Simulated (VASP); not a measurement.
# Ga (Im-3m) in VASP: relaxation of cell and atoms with PBE

Aim: the relaxation of cell and atoms of Ga with PBE.

Program: VASP 6.6.1. These are calculated values, not measurements. Logs are shortened: lines on timing, memory, paths and dates and some standing lists are left out, and cuts for length are marked.

**1. The cell of the first run**

It takes space group Im-3m (No. 229, cubic). The conventional cell has a = 3.362 Å, b = 3.362 Å, c = 3.362 Å, α = 90.00°, β = 90.00°, γ = 90.00°. Within 3.8 Å of Ga (site symmetry m-3m) lie 14 Ga at 2.91 to 3.36 Å.

This isn't the form of Ga at room conditions, which is orthorhombic.

**2. Relaxation of cell and atoms, PBE**

Input file INCAR:

```
SYSTEM = Ga
  PREC = Accurate
  ENCUT = 600
  EDIFF = 1E-6
  ISMEAR = -1
  SIGMA = 0.05
  LREAL = .False.
  LASPH = .True.
  NELM = 60
  ALGO = Normal
  ISIF = 3
  LWAVE = .False.
  LCHARG = .False.
  GGA = PE
  IBRION = 2
  NSW = 60
  EDIFFG = -0.005
```

Input file KPOINTS:

```
Automatic mesh
0
Gamma
  21 21 21
  0 0 0
```

Input file POSCAR:

```
Ga
1.0
   -1.6809877034      1.6809877034      1.6809877034
    1.6809877034     -1.6809877034      1.6809877034
    1.6809877034      1.6809877034     -1.6809877034
Ga
1
Direct
    0.0000000000      0.0000000000      0.0000000000
```

Potentials or basis: VASP PAW PBE potentials, release 64 (Ga_d).

The run is started by

```console
cat potpaw_PBE.64/Ga_d/POTCAR > POTCAR
mpirun -np 1 vasp_std > vasp.out
```

OUTCAR:

```text
SYSTEM = Ga
   PREC = Accurate
   ENCUT = 600
   EDIFF = 1E-6
   ISMEAR = -1
   LREAL = .False.
   LASPH = .True.
   NELM = 60
   ISIF = 3
   GGA = PE
   IBRION = 2
   NSW = 60
   EDIFFG = -0.005

 ion  position               nearest neighbor table
   1  0.000  0.000  0.000-

  LATTYP: Found a body centered cubic cell.
 ALAT       =     3.3619754068

  Lattice vectors:

 A1 = (  -1.6809877034,   1.6809877034,   1.6809877034)
 A2 = (   1.6809877034,  -1.6809877034,   1.6809877034)
 A3 = (   1.6809877034,   1.6809877034,  -1.6809877034)

Analysis of symmetry for initial positions (statically):
=====================================================================
 Subroutine PRICEL returns:
 Original cell was already a primitive cell.

 Routine SETGRP: Setting up the symmetry group for a
 body centered cubic supercell.

 Subroutine GETGRP returns: Found 48 space group operations
 (whereof 48 operations were pure point group operations)
 out of a pool of 48 trial point group operations.

The static configuration has the point symmetry O_h .

Analysis of symmetry for dynamics (positions and initial velocities):
=====================================================================
 Subroutine PRICEL returns:
 Original cell was already a primitive cell.

 Routine SETGRP: Setting up the symmetry group for a
 body centered cubic supercell.

 Subroutine GETGRP returns: Found 48 space group operations
 (whereof 48 operations were pure point group operations)
 out of a pool of 48 trial point group operations.

The dynamic configuration has the point symmetry O_h .

 Subroutine INISYM returns: Found 48 space group operations
 (whereof 48 operations are pure point group operations),
 and found     1 'primitive' translations

----------------------------------------------------------------------------------------

                                     Primitive cell

  volume of cell :      19.0000

  direct lattice vectors                    reciprocal lattice vectors
    -1.680987703  1.680987703  1.680987703     0.000000000  0.297444175  0.297444175
     1.680987703 -1.680987703  1.680987703     0.297444175  0.000000000  0.297444175
     1.680987703  1.680987703 -1.680987703     0.297444175  0.297444175  0.000000000

  length of vectors
     2.911556109  2.911556109  2.911556109     0.420649586  0.420649586  0.420649586

  position of ions in fractional coordinates (direct lattice)
     0.000000000  0.000000000  0.000000000

  ion indices of the primitive-cell ions
   primitive index   ion index
                 1           1

----------------------------------------------------------------------------------------

 KPOINTS: Automatic mesh

Automatic generation of k-mesh.
 Grid dimensions read from file:
 generate k-points for:   21   21   21

 Generating k-lattice:

  Cartesian coordinates                     Fractional coordinates (reciprocal lattice)
     0.000000000  0.014164008  0.014164008     0.047619048  0.000000000  0.000000000
     0.014164008  0.000000000  0.014164008     0.000000000  0.047619048  0.000000000
     0.014164008  0.014164008  0.000000000     0.000000000  0.000000000  0.047619048

  Length of vectors
     0.020030933  0.020030933  0.020030933

  Shift w.r.t. Gamma in fractional coordinates (k-lattice)
     0.000000000  0.000000000  0.000000000

 Subroutine IBZKPT returns following result:
 ===========================================

 Found    286 irreducible k-points:

 Following reciprocal coordinates:
            Coordinates               Weight
  0.000000  0.000000  0.000000      1.000000
  0.047619  0.000000  0.000000     12.000000
  0.095238  0.000000  0.000000     12.000000
  0.142857  0.000000  0.000000     12.000000
  0.190476  0.000000  0.000000     12.000000
  0.238095  0.000000  0.000000     12.000000
[... 16 lines left out ...]
  0.142857  0.095238 -0.000000     48.000000
  0.190476  0.095238 -0.000000     48.000000
 [... further k-points ...]
   k-points           NKPTS =    286   k-points in BZ     NKDIM =    286   number of bands    NBANDS=     10
   number of dos      NEDOS =    301   number of ions     NIONS =      1
   total plane-waves  NPLWV =  13824
   dimension x,y,z NGX =    24 NGY =   24 NGZ =   24
   dimension x,y,z NGXF=    48 NGYF=   48 NGZF=   48
   ions per type =               1
   NGX,Y,Z   is equivalent  to a cutoff of  13.70, 13.70, 13.70 a.u.
   NGXF,Y,Z  is equivalent  to a cutoff of  27.41, 27.41, 27.41 a.u.
 SYSTEM =  Ga
   PREC   = accura    normal or accurate (medium, high low for compatibility)
   ISTART =      0    job   : 0-new  1-cont  2-samecut
   ICHARG =      2    charge: 1-file 2-atom 10-const
   ISPIN  =      1    spin polarized calculation?
   LNONCOLLINEAR =      F non collinear calculations
   LSORBIT =      F    spin-orbit coupling
   LASPH  =      T    aspherical Exc in radial PAW
   ENCUT  =  600.0 eV  44.10 Ry    6.64 a.u.   5.82  5.82  5.82*2*pi/ulx,y,z
   NELM   =     60;   NELMIN=  2; NELMDL= -5     # of ELM steps
   EDIFF  = 0.1E-05   stopping-criterion for ELM
   LREAL  =      F    real-space projection
   EDIFFG = -.5E-02   stopping-criterion for IOM
   NSW    =     60    number of steps for IOM
   IBRION =      2    ionic relax: 0-MD 1-quasi-New 2-CG
   NFREE  =      1    steps in history (QN), initial steepest desc. (CG)
   ISIF   =      3    stress and relaxation
   ISYM   =      2    0-nonsym 1-usesym 2-fastsym
   POTIM  = 0.5000    time-step for ionic-motion
   TEBEG  =    0.0;   TEEND  =   0.0 temperature during run
   PSTRESS=    0.0 pullay stress
   NELECT =      13.0000    total number of electrons
   NUPDOWN=      -1.0000    fix difference up-down
   EMIN   =  10.00;   EMAX   =-10.00  energy-range for DOS
   EFERMI =   0.00;   METHOD = LEGACY
   ISMEAR =    -1;   SIGMA  =   0.05  broadening in eV -4-tet -1-fermi 0-gaus
   EFERMI_NEDOS =   21; number of points for ismear=-14 and -15
   IALGO  =     38    algorithm
   IMIX   =      4    mixing-type and parameters
     AMIX     =   0.40;   BMIX     =  1.00
     AMIX_MAG =   1.60;   BMIX_MAG =  1.00
  volume/ion in A,a.u.               =      19.00       128.22
  Fermi-wavevector in a.u.,A,eV,Ry     =   1.442574  2.726069 28.313990  2.081020
  Thomas-Fermi vector in A             =   2.561079
   LORBIT       =      0    0 simple, 1 ext, 2 COOP (PROOUT), +10 PAW based schemes
   GGA     = PE    functional components
   LHFCALC =     F    Hartree Fock is set to
   AEXX    =    0.0000 exact exchange contribution
   IVDW    =     0    specifies the selected vdW correction
   LEPSILON=     F    determine dielectric tensor
   LRPA    =     F    only Hartree local field effects (RPA)
 conjugate gradient relaxation of ions
 non-spin polarized calculation
  energy-cutoff  :      600.00
  volume of cell :       19.00
 maximum number of plane-waves:       652
   NGX = 11   NGY = 11   NGZ = 11

--------------------------------------- Ionic step        1  -------------------------------------------

 number of electron      12.9999992 magnetization

 Free energy of the ion-electron system (eV)
  ---------------------------------------------------
  ext. energy  EPLUGINS =         0.00000000
  ---------------------------------------------------
  free energy    TOTEN  =        -2.87399338 eV

  energy without entropy =       -2.87119706  energy(sigma->0) =       -2.87259522

------------------------ aborting loop because EDIFF is reached ----------------------------------------

  FORCE on cell =-STRESS in cart. coord.  units (eV):
  Direction    XX          YY          ZZ          XY          YZ          ZX
  --------------------------------------------------------------------------------------
  -------------------------------------------------------------------------------------
  Total        0.0619463      0.0619463      0.0619463     -0.0000000      0.0000000      0.0000000
  in kB        5.2236302      5.2236302      5.2236302     -0.0000000      0.0000000      0.0000000
  external PRESSURE =       5.2236302 kB  Pullay stress =       0.0000000 kB

 VOLUME and BASIS-vectors are now :
 -----------------------------------------------------------------------------
  energy-cutoff  :      600.00
  volume of cell :       19.00
      direct lattice vectors                 reciprocal lattice vectors
    -1.680987703  1.680987703  1.680987703     0.000000000  0.297444175  0.297444175
     1.680987703 -1.680987703  1.680987703     0.297444175  0.000000000  0.297444175
     1.680987703  1.680987703 -1.680987703     0.297444175  0.297444175  0.000000000
[... 246 lines left out ...]
 POSITION                                       TOTAL-FORCE (eV/Angst)
 -----------------------------------------------------------------------------------
      0.00000     -0.00000      0.00000         0.000000     -0.000000      0.000000
 -----------------------------------------------------------------------------------
    total drift:                               -0.000000      0.000000     -0.000000

  FREE ENERGIE OF THE ION-ELECTRON SYSTEM (eV)
  ---------------------------------------------------
  free  energy   TOTEN  =        -2.8743198128 eV

  energy  without entropy=       -2.8715041093  energy(sigma->0) =       -2.87291196

--------------------------------------- Ionic step        9  -------------------------------------------

 number of electron      12.9999990 magnetization

 Free energy of the ion-electron system (eV)
  ---------------------------------------------------
  ext. energy  EPLUGINS =         0.00000000
  ---------------------------------------------------
  free energy    TOTEN  =        -2.87432115 eV

  energy without entropy =       -2.87150517  energy(sigma->0) =       -2.87291316

 E-fermi :   5.4138     XC(G=0): -10.9435

 val. band max:        5.4088994728   @ k =   0.2381   0.1905   0.1429
 cond. band min:       5.4550245815   @ k =   0.2857   0.1429   0.0476
 fundamental gap:      0.0461251087
 Fermi energy:         5.4137723262

 k-point     1 :       0.0000    0.0000    0.0000
  band No.  band energies     occupation
      1      -9.5035      2.00000
      2      -9.5035      2.00000
      3      -9.5035      2.00000
      4      -9.3233      2.00000
      5      -9.3233      2.00000
      6      -5.5065      2.00000
      7      17.7948      0.00000
      8      17.7948      0.00000
      9      17.7948      0.00000
     10      22.4316      0.00000

 k-point     2 :       0.0476    0.0000    0.0000
  band No.  band energies     occupation
      1      -9.5053      2.00000
      2      -9.5021      2.00000
      3      -9.4972      2.00000
      4      -9.3251      2.00000
      5      -9.3233      2.00000
      6      -5.4456      2.00000
      7      17.2051      0.00000
      8      17.4824      0.00000
      9      17.6955      0.00000
     10      21.4734      0.00000
[... 274 lines left out ...]
 k-point    24 :       0.1905    0.0952   -0.0000
  band No.  band energies     occupation
      1      -9.5350      2.00000
      2      -9.4985      2.00000
      3      -9.3675      2.00000
      4      -9.3516      2.00000
      5      -9.3236      2.00000
      6      -3.7815      2.00000
      7      10.2237      0.00000
      8      12.7929      0.00000
      9      15.0440      0.00000
     10      18.9542      0.00000

 [... further k-points ...]

------------------------ aborting loop because EDIFF is reached ----------------------------------------

  FORCE on cell =-STRESS in cart. coord.  units (eV):
  Direction    XX          YY          ZZ          XY          YZ          ZX
  --------------------------------------------------------------------------------------
  -------------------------------------------------------------------------------------
  Total        0.0005949      0.0005949      0.0005949      0.0000000     -0.0000000      0.0000000
  in kB        0.0497362      0.0497362      0.0497362      0.0000000     -0.0000000      0.0000000
  external PRESSURE =       0.0497362 kB  Pullay stress =       0.0000000 kB

 VOLUME and BASIS-vectors are now :
 -----------------------------------------------------------------------------
  energy-cutoff  :      600.00
  volume of cell :       19.16
      direct lattice vectors                 reciprocal lattice vectors
    -1.685826618  1.685826618  1.685826618     0.000000000  0.296590405  0.296590405
     1.685826618 -1.685826618  1.685826618     0.296590405  0.000000000  0.296590405
     1.685826618  1.685826618 -1.685826618     0.296590405  0.296590405  0.000000000

 POSITION                                       TOTAL-FORCE (eV/Angst)
 -----------------------------------------------------------------------------------
      0.00000     -0.00000      0.00000        -0.000000     -0.000000      0.000000
 -----------------------------------------------------------------------------------
    total drift:                               -0.000000      0.000000     -0.000000

  FREE ENERGIE OF THE ION-ELECTRON SYSTEM (eV)
  ---------------------------------------------------
  free  energy   TOTEN  =        -2.8743211538 eV

  energy  without entropy=       -2.8715051694  energy(sigma->0) =       -2.87291316

 reached required accuracy - stopping structural energy minimisation
```

Wall time 2.1 min (1 thread of Intel Xeon 6975P-C (Granite Rapids), shared host); peak memory 0.2 GiB.

What came out:

| Quantity | Value |
| --- | --- |
| Free energy | -2.8743 eV |
| Relaxed volume | 19.16 Å³/atom |
| Relaxed cell | a = 2.920 Å, b = 2.920 Å, c = 2.920 Å, α = 109.47°, β = 109.47°, γ = 109.47° |
| Space group after relaxing (to 0.1 Å) | Im-3m (No. 229) |
| Energy gained by relaxing | 0.3 meV/atom |
| Ionic steps | 9 |
| Pressure after relaxing | 0.0 GPa |
| Band gap on the k mesh | zero (an odd number of electrons rules out a gap without spin polarisation) |

The path:
```csv
step,energy change (eV),largest force (eV/Å),pressure (GPa),volume (Å³)
1,0.0000,0.0000,0.52,19.00
2,-0.0003,0.0000,-0.14,19.17
3,-0.0003,0.0000,0.16,19.15
4,-0.0003,0.0000,0.10,19.16
5,-0.0003,0.0000,-0.08,19.17
6,-0.0003,0.0000,0.20,19.14
7,-0.0003,0.0000,0.10,19.16
8,-0.0003,0.0000,0.11,19.16
9,-0.0003,0.0000,0.00,19.16
```

Final structure:
```xyz
1
Lattice="-1.6858 1.6858 1.6858 1.6858 -1.6858 1.6858 1.6858 1.6858 -1.6858" Properties=species:S:1:pos:R:3 pbc="T T T"
Ga    0.0000    0.0000    0.0000
```

Levels at points of the mesh, in eV from the Fermi level:
| k point | band 3 | band 4 | band 5 | band 6 | band 7 | band 8 | band 9 | band 10 |
| --- | --- | --- | --- | --- | --- | --- | --- | --- |
| (0.00, 0.00, 0.00) | -14.92 | -14.74 | -14.74 | -10.92 | 12.38 | 12.38 | 12.38 | 17.02 |

The gap in the log of VASP goes by the Fermi energy; the results here count the filled bands.